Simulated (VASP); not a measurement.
# Ta: single point with PBE

Ta:

```
Ta
1.0
     0.00000    2.42210    2.42210
     2.42210    0.00000    2.42210
     2.42210    2.42210    0.00000
Ta
2
Direct
  0.87500 0.87500 0.87500
  0.12500 0.12500 0.12500
```

This cell differs from its parent crystal: volume scaled by 0.5.

| Quantity | Value |
| --- | --- |
| Program | VASP 6.6.1 |
| Task | single point |
| Functional | PBE |
| Potentials or basis | VASP PAW PBE potentials, release 64 (Ta_pv) |
| Cutoff | 520 eV |
| k mesh | 12 × 12 × 12 |
| Occupations | fermi-dirac, width 0.08 eV |
| Spin | no spin polarisation |
| Dipole correction | no |
| Further INCAR settings | ALGO = Normal; EDIFF = 1e-06; NBANDS = 18 |

* Pressure: 192.6 GPa
* Band gap on the k mesh: zero (band 11 reaches 9.47 eV, above the bottom of band 12 at 5.68 eV)

Levels at points of the mesh, in eV from the Fermi level:
```
           k point  band 7  band 8  band 9  band 10  band 11  band 12  band 13  band 14  band 15  band 16
(0.00, 0.00, 0.00)   -8.02   -4.29   -4.29    -0.79    -0.79    -0.79     4.01     4.01     4.01    11.40
(0.50, 0.00, 0.00)   -4.42   -3.73   -3.73    -3.37    -2.01    -2.01     2.28     6.67     6.67     7.90
(0.50, 0.50, 0.00)   -6.03   -6.03   -1.93    -1.93     1.38     1.38     2.11     2.11     8.59     8.59
```

Wall time 30 s on 1 thread of Intel Xeon 6975P-C, with other jobs on the host, peak memory 0.17 GiB.

Caveat: spin-orbit coupling is left out, which moves the levels of the heavy elements.
